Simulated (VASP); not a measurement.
# Sc (I4/mmm) in VASP: a series of runs

Sc is run at these levels: PBE0, r2SCAN0, LDA, PBEsol; tasks: single point, relaxation of cell and atoms.

All numbers are computed with VASP 6.6.1; they aren't measurements. Logs are shortened: lines on timing, memory, paths and dates and some standing lists are left out, and cuts for length are marked.

## (1) The cell of the first run

It takes space group I4/mmm (No. 139, tetragonal). The conventional cell has a = 3.834 Å, b = 3.834 Å, c = 3.435 Å, α = 90.00°, β = 90.00°, γ = 90.00°. Within 4.2 Å of Sc (site symmetry 4/mmm) lie 14 Sc at 3.21 to 3.83 Å.

## (2) Single point, PBE0

Contents of POSCAR:

```
Sc
1.0
   -1.9172054859      1.9172054859      1.7176030000
    1.9172054859     -1.9172054859      1.7176030000
    1.9172054859      1.9172054859     -1.7176030000
Sc
1
Direct
    0.0000000000      0.0000000000      0.0000000000
```

Contents of INCAR.step1:

```
SYSTEM = Sc
  PREC = Accurate
  ENCUT = 520
  EDIFF = 1E-5
  ISMEAR = -1
  SIGMA = 0.05
  LREAL = .False.
  LASPH = .True.
  NELM = 80
  ALGO = Normal
  ISIF = 2
  LWAVE = .True.
  NBANDS = 12
  GGA = PE
```

Contents of INCAR.step2:

```
SYSTEM = Sc
  PREC = Accurate
  ENCUT = 520
  EDIFF = 1E-6
  ISMEAR = -1
  SIGMA = 0.05
  LREAL = .False.
  LASPH = .True.
  NELM = 80
  ALGO = Normal
  ISIF = 2
  LWAVE = .False.
  LCHARG = .True.
  GGA = PE
  LHFCALC = .True.
  AEXX = 0.25
  PRECFOCK = Normal
  LELF = .True.
  LVHAR = .True.
  NBANDS = 12
  ISTART = 1
```

Contents of KPOINTS:

```
regular mesh
0
Gamma
  6 6 6
  0 0 0
```

Potentials or basis: VASP PAW PBE potentials, release 64 (Sc_sv).

On the command line:

```sh
> cat potpaw_PBE.64/Sc_sv/POTCAR > POTCAR
> cp INCAR.step1 INCAR
> mpirun -np 1 vasp_std > vasp.out
> cp INCAR.step2 INCAR
> mpirun -np 1 vasp_std > vasp.out
```

OUTCAR:

```text
SYSTEM = Sc
   PREC = Accurate
   ENCUT = 520
   EDIFF = 1E-6
   ISMEAR = -1
   LREAL = .False.
   LASPH = .True.
   NELM = 80
   ISIF = 2
   GGA = PE
   LHFCALC = .True.
   AEXX = 0.25
   PRECFOCK = Normal
   ISTART = 1

 ion  position               nearest neighbor table
   1  0.000  0.000  0.000-

  LATTYP: Found a body centered tetragonal cell.
 ALAT       =     3.8344109718
 C/A-ratio  =     0.8958888406

  Lattice vectors:

 A1 = (  -1.9172054859,   1.9172054859,   1.7176030000)
 A2 = (   1.9172054859,  -1.9172054859,   1.7176030000)
 A3 = (   1.9172054859,   1.9172054859,  -1.7176030000)

Analysis of symmetry for initial positions (statically):
=====================================================================
 Subroutine PRICEL returns:
 Original cell was already a primitive cell.

 Routine SETGRP: Setting up the symmetry group for a
 body centered tetragonal supercell.

 Subroutine GETGRP returns: Found 16 space group operations
 (whereof 16 operations were pure point group operations)
 out of a pool of 16 trial point group operations.

The static configuration has the point symmetry D_4h.

Analysis of symmetry for dynamics (positions and initial velocities):
=====================================================================
 Subroutine PRICEL returns:
 Original cell was already a primitive cell.

 Routine SETGRP: Setting up the symmetry group for a
 body centered tetragonal supercell.

 Subroutine GETGRP returns: Found 16 space group operations
 (whereof 16 operations were pure point group operations)
 out of a pool of 16 trial point group operations.

The dynamic configuration has the point symmetry D_4h.

 Subroutine INISYM returns: Found 16 space group operations
 (whereof 16 operations are pure point group operations),
 and found     1 'primitive' translations

----------------------------------------------------------------------------------------

                                     Primitive cell

  volume of cell :      25.2534

  direct lattice vectors                    reciprocal lattice vectors
    -1.917205486  1.917205486  1.717603000     0.000000000  0.260796249  0.291103357
     1.917205486 -1.917205486  1.717603000     0.260796249  0.000000000  0.291103357
     1.917205486  1.917205486 -1.717603000     0.260796249  0.260796249  0.000000000

  length of vectors
     3.209597142  3.209597142  3.209597142     0.390839927  0.390839927  0.368821593

  position of ions in fractional coordinates (direct lattice)
     0.000000000  0.000000000  0.000000000

  ion indices of the primitive-cell ions
   primitive index   ion index
                 1           1

----------------------------------------------------------------------------------------

 KPOINTS: regular mesh

Automatic generation of k-mesh.
 Grid dimensions read from file:
 generate k-points for:    6    6    6

 Generating k-lattice:

  Cartesian coordinates                     Fractional coordinates (reciprocal lattice)
     0.000000000  0.043466042  0.048517226     0.166666667  0.000000000  0.000000000
     0.043466042  0.000000000  0.048517226     0.000000000  0.166666667  0.000000000
     0.043466042  0.043466042  0.000000000     0.000000000  0.000000000  0.166666667

  Length of vectors
     0.065139988  0.065139988  0.061470265

  Shift w.r.t. Gamma in fractional coordinates (k-lattice)
     0.000000000  0.000000000  0.000000000

 Subroutine IBZKPT returns following result:
 ===========================================

 Found     30 irreducible k-points:

 Following reciprocal coordinates:
            Coordinates               Weight
  0.000000  0.000000  0.000000      1.000000
  0.166667  0.000000  0.000000      8.000000
  0.333333 -0.000000  0.000000      8.000000
  0.500000 -0.000000  0.000000      4.000000
  0.166667  0.166667  0.000000      8.000000
  0.333333  0.166667  0.000000     16.000000
[... 16 lines left out ...]
 -0.333333 -0.333333  0.166667      8.000000
 -0.166667 -0.333333  0.166667      8.000000
 [... further k-points ...]
   k-points           NKPTS =     30   k-points in BZ     NKDIM =    216   number of bands    NBANDS=     12
   number of dos      NEDOS =    301   number of ions     NIONS =      1
   total plane-waves  NPLWV =  13824
   dimension x,y,z NGX =    24 NGY =   24 NGZ =   24
   dimension x,y,z NGXF=    48 NGYF=   48 NGZF=   48
   ions per type =               1
   NGX,Y,Z   is equivalent  to a cutoff of  12.43, 12.43, 12.43 a.u.
   NGXF,Y,Z  is equivalent  to a cutoff of  24.86, 24.86, 24.86 a.u.
 SYSTEM =  Sc
   PREC   = accura    normal or accurate (medium, high low for compatibility)
   ISTART =      1    job   : 0-new  1-cont  2-samecut
   ICHARG =      0    charge: 1-file 2-atom 10-const
   ISPIN  =      1    spin polarized calculation?
   LNONCOLLINEAR =      F non collinear calculations
   LSORBIT =      F    spin-orbit coupling
   LASPH  =      T    aspherical Exc in radial PAW
   ENCUT  =  520.0 eV  38.22 Ry    6.18 a.u.   5.97  5.97  5.97*2*pi/ulx,y,z
   NELM   =     80;   NELMIN=  2; NELMDL=  0     # of ELM steps
   EDIFF  = 0.1E-05   stopping-criterion for ELM
   LREAL  =      F    real-space projection
   EDIFFG = 0.1E-04   stopping-criterion for IOM
   NSW    =      0    number of steps for IOM
   IBRION =     -1    ionic relax: 0-MD 1-quasi-New 2-CG
   NFREE  =      0    steps in history (QN), initial steepest desc. (CG)
   ISIF   =      2    stress and relaxation
   ISYM   =      3    0-nonsym 1-usesym 2-fastsym
   POTIM  = 0.5000    time-step for ionic-motion
   TEBEG  =    0.0;   TEEND  =   0.0 temperature during run
   PSTRESS=    0.0 pullay stress
   NELECT =      11.0000    total number of electrons
   NUPDOWN=      -1.0000    fix difference up-down
   EMIN   =  10.00;   EMAX   =-10.00  energy-range for DOS
   EFERMI =   0.00;   METHOD = LEGACY
   ISMEAR =    -1;   SIGMA  =   0.05  broadening in eV -4-tet -1-fermi 0-gaus
   EFERMI_NEDOS =   21; number of points for ismear=-14 and -15
   IALGO  =     38    algorithm
   IMIX   =      1    mixing-type and parameters
     AMIX     =   0.40;   BMIX     =  1.00
     AMIX_MAG =   1.60;   BMIX_MAG =  1.00
  volume/ion in A,a.u.               =      25.25       170.42
  Fermi-wavevector in a.u.,A,eV,Ry     =   1.240983  2.345117 20.953486  1.540038
  Thomas-Fermi vector in A             =   2.375400
   LORBIT       =      0    0 simple, 1 ext, 2 COOP (PROOUT), +10 PAW based schemes
   GGA     = PE    functional components
   LHFCALC =     T    Hartree Fock is set to
   PRECFOCK=normal    Normal, Fast or Accurate (Low or Medium for compatibility)
   ENCUT4O =  -1.0   cutoff for four orbital integrals eV
   NKREDX  =     1    reduce k-point grid by
   NKREDY  =     1    reduce k-point grid by
   NKREDZ  =     1    reduce k-point grid by
   AEXX    =    0.2500 exact exchange contribution
   HFSCREEN=    0.0000 screening length (either q_TF or 0.3 A-1)
   HFSCREENC=   0.0000 screening length for correlation (either q_TF or 0.3 A-1)
   ENCUTFOCK=  -1.0 apply spherical cutoff to Coloumb kernel
   IVDW    =     0    specifies the selected vdW correction
   LEPSILON=     F    determine dielectric tensor
   LRPA    =     F    only Hartree local field effects (RPA)
 non-spin polarized calculation
  energy-cutoff  :      520.00
  volume of cell :       25.25
 maximum number of plane-waves:       695
  NGX = 18; NGY = 18; NGZ = 18

 number of electron      11.0000004 magnetization

 Free energy of the ion-electron system (eV)
  ---------------------------------------------------
  ext. energy  EPLUGINS =         0.00000000
  ---------------------------------------------------
  free energy    TOTEN  =        -8.17616966 eV

  energy without entropy =       -8.17105291  energy(sigma->0) =       -8.17361128

 E-fermi :   3.8389     XC(G=0):  -7.7529

 val. band max:        3.4260502204   @ k =   0.3333   0.3333   0.0000
 cond. band min:       3.8514901959   @ k =   0.3333   0.1667   0.0000
 fundamental gap:      0.4254399756
 Fermi energy:         3.8388716059

 k-point     1 :       0.0000    0.0000    0.0000
  band No.  band energies     occupation
      1     -50.8792      2.00000
      2     -27.6970      2.00000
      3     -27.6970      2.00000
      4     -27.6484      2.00000
      5      -3.0495      2.00000
      6       5.9073      0.00000
      7       6.6553      0.00000
      8       6.6553      0.00000
      9       7.1922      0.00000
     10       8.0816      0.00000
     11      18.2266      0.00000
     12      18.2266      0.00000

 k-point     2 :       0.1667    0.0000    0.0000
  band No.  band energies     occupation
      1     -50.8631      2.00000
      2     -27.7769      2.00000
      3     -27.7274      2.00000
      4     -27.6767      2.00000
      5      -2.2004      2.00000
      6       5.7777      0.00000
      7       6.1899      0.00000
      8       6.8826      0.00000
      9       7.3658      0.00000
     10       7.8078      0.00000
     11      17.8660      0.00000
     12      18.1846      0.00000

 k-point     3 :       0.3333   -0.0000    0.0000
  band No.  band energies     occupation
      1     -50.8311      2.00000
      2     -27.9686      2.00000
      3     -27.7881      2.00000
      4     -27.6926      2.00000
      5      -0.0755      2.00000
      6       4.9365      0.00000
      7       5.0824      0.00000
      8       7.6775      0.00000
      9       8.0009      0.00000
     10       8.1875      0.00000
     11      14.1328      0.00000
     12      15.9966      0.00000
[... 286 lines left out ...]
 k-point    23 :      -0.3333   -0.3333    0.1667
  band No.  band energies     occupation
      1     -50.8011      2.00000
      2     -27.9763      2.00000
      3     -27.9135      2.00000
      4     -27.7846      2.00000
      5       2.3945      2.00000
      6       2.8947      2.00000
      7       5.2194      0.00000
      8       6.9491      0.00000
      9       8.5148      0.00000
     10      10.0677      0.00000
     11      12.1326      0.00000
     12      12.6603      0.00000

 k-point    24 :      -0.1667   -0.3333    0.1667
  band No.  band energies     occupation
      1     -50.8174      2.00000
      2     -27.9628      2.00000
      3     -27.8214      2.00000
      4     -27.7704      2.00000
      5       0.7778      2.00000
      6       4.6114      0.00000
      7       5.5149      0.00000
      8       6.6090      0.00000
      9       7.9754      0.00000
     10       8.7604      0.00000
     11      14.0190      0.00000
     12      16.0892      0.00000

 [... further k-points ...]

------------------------ aborting loop because EDIFF is reached ----------------------------------------

  FORCE on cell =-STRESS in cart. coord.  units (eV):
  Direction    XX          YY          ZZ          XY          YZ          ZX
  --------------------------------------------------------------------------------------
  -------------------------------------------------------------------------------------
  Total       -0.1640728     -0.1640728      0.4447852      0.0000000     -0.0000000      0.0000000
  in kB      -10.4094349    -10.4094349     28.2189485      0.0000000     -0.0000000      0.0000000
  external PRESSURE =       2.4666929 kB  Pullay stress =       0.0000000 kB

 VOLUME and BASIS-vectors are now :
 -----------------------------------------------------------------------------
  energy-cutoff  :      520.00
  volume of cell :       25.25
      direct lattice vectors                 reciprocal lattice vectors
    -1.917205486  1.917205486  1.717603000     0.000000000  0.260796249  0.291103357
     1.917205486 -1.917205486  1.717603000     0.260796249  0.000000000  0.291103357
     1.917205486  1.917205486 -1.717603000     0.260796249  0.260796249  0.000000000

 POSITION                                       TOTAL-FORCE (eV/Angst)
 -----------------------------------------------------------------------------------
      0.00000      0.00000      0.00000         0.000000     -0.000000      0.000000
 -----------------------------------------------------------------------------------
    total drift:                                0.000000     -0.000000     -0.000000

  FREE ENERGIE OF THE ION-ELECTRON SYSTEM (eV)
  ---------------------------------------------------
  free  energy   TOTEN  =        -8.1761696593 eV

  energy  without entropy=       -8.1710529106  energy(sigma->0) =       -8.17361128
```

Wall time 37 min (1 thread of AMD EPYC 7R13, shared host); peak memory 0.13 GiB.

What came out:

```
Free energy            : -8.1762 eV
Pressure               : 0.2 GPa
Band gap on the k mesh : zero (an odd number of electrons rules out a gap without spin polarisation)
```

Caveat: the k points lie up to 0.41 Å⁻¹ apart, too coarse for converged energies and pressures of a metal; the PAW data sets were made with another functional, which shifts forces and pressure a little.

## (3) Single point, r2SCAN0

POSCAR is that of step 2.

Contents of INCAR.step1:

```
PREC = Accurate
ENCUT = 520
EDIFF = 1E-5
ISMEAR = -1
SIGMA = 0.05
LREAL = False
LASPH = True
NELM = 80
ALGO = Normal
ISIF = 2
LWAVE = True
LCHARG = False
GGA = PE
NBANDS = 12
```

Contents of INCAR.step2:

```
PREC = Accurate
ENCUT = 520
EDIFF = 1E-6
ISMEAR = -1
SIGMA = 0.05
LREAL = False
LASPH = True
NELM = 80
ALGO = Normal
ISIF = 2
LWAVE = False
LCHARG = False
METAGGA = R2SCAN
LHFCALC = True
AEXX = 0.25
LMIXTAU = True
PRECFOCK = Normal
ISTART = 1
NBANDS = 12
```

Contents of KPOINTS:

```
regular mesh
0
Gamma
  6 6 6
```

Potentials or basis: VASP PAW PBE potentials, release 64 (Sc_sv).

On the command line:

```sh
> cat potpaw_PBE.64/Sc_sv/POTCAR > POTCAR
> cp INCAR.step1 INCAR
> mpirun -np 1 vasp_std > vasp.out
> cp INCAR.step2 INCAR
> mpirun -np 1 vasp_std > vasp.out
```

Run time: 48 min. Hardware: 1 thread of AMD EPYC 7R13, shared host; peak memory 0.13 GiB.

It converged, with:

* Free energy: -12.0977 eV
* Pressure: 0.7 GPa
* Band gap on the k mesh: zero (an odd number of electrons rules out a gap without spin polarisation)

Stress tensor (GPa, compression positive):
```
-0.80  0.00  0.00
 0.00 -0.80  0.00
 0.00  0.00  3.65
```

Levels at points of the mesh, in eV from the Fermi level:
```tsv
k point	band 3	band 4	band 5	band 6	band 7	band 8
(0.00, 0.00, 0.00)	-32.24	-32.19	-7.10	2.23	3.01	3.01
(0.50, 0.00, 0.00)	-32.36	-32.24	-2.44	0.41	1.01	3.96
(0.50, 0.50, 0.00)	-32.29	-32.22	-2.68	-1.00	1.97	3.41
(0.50, 0.50, 0.50)	-32.52	-32.40	-2.16	-1.91	5.26	5.26
```

Caveat: the k points lie up to 0.41 Å⁻¹ apart, too coarse for converged energies and pressures of a metal; the PAW data sets were made with another functional, which shifts forces and pressure a little.

## (4) Single point, LDA

Contents of INCAR:

```
SYSTEM = Sc
PREC = Accurate
ENCUT = 520
EDIFF = 1E-6
ISMEAR = 0
SIGMA = 0.025
LREAL = .FALSE.
LASPH = .TRUE.
NELM = 80
ALGO = Normal
ISIF = 2
LWAVE = .FALSE.
LCHARG = .FALSE.
GGA = CA
NBANDS = 12
```

Contents of KPOINTS:

```
Automatic mesh
0
G
  10 10 10
  0 0 0
```

Contents of POSCAR:

```
Sc
1.0
    3.2095971423      0.0000000000      0.0000000000
   -1.3712604696      2.9019232485      0.0000000000
   -0.9191683363     -1.4509616243      2.7113380000
Sc
1
Direct
    0.0000000000      0.0000000000      0.0000000000
```

Potentials or basis: VASP PAW LDA potentials, release 64 (Sc_sv).

On the command line:

```sh
> cat potpaw_LDA.64/Sc_sv/POTCAR > POTCAR
> mpirun -np 1 vasp_std > vasp.out
```

It took 26 s on 1 thread of Oxide Virtual Turin-like, shared host; peak memory 0.11 GiB.

It converged, with:

- Free energy: -6.5581 eV
- Pressure: -5.5 GPa
- Band gap on the k mesh: zero (an odd number of electrons rules out a gap without spin polarisation)

Stress tensor (GPa, compression positive):
```
-5.55  0.13  0.00
 0.13 -5.43  0.00
 0.00  0.00 -5.63
```

Levels at points of the mesh, in eV from the Fermi level:
| k point | band 1 | band 2 | band 3 | band 4 | band 5 | band 6 | band 7 | band 8 | band 9 | band 10 |
| --- | --- | --- | --- | --- | --- | --- | --- | --- | --- | --- |
| (0.00, 0.00, 0.00) | -49.01 | -27.78 | -27.78 | -27.75 | -5.14 | 0.94 | 1.64 | 1.64 | 2.32 | 3.09 |
| (0.50, 0.00, 0.00) | -48.95 | -28.14 | -27.90 | -27.79 | -1.71 | 0.00 | 0.71 | 2.70 | 3.43 | 3.98 |
| (0.50, 0.50, 0.00) | -48.95 | -28.15 | -27.85 | -27.76 | -1.85 | 0.15 | 0.80 | 2.20 | 2.84 | 3.94 |
| (0.50, 0.50, 0.50) | -48.91 | -28.06 | -28.06 | -27.96 | -1.27 | -1.06 | 3.69 | 3.69 | 3.83 | 5.24 |

Caveat: the cell stands under tension.

[end of part 1 of 2]

The gap in the log of VASP goes by the Fermi energy; the results here count the filled bands.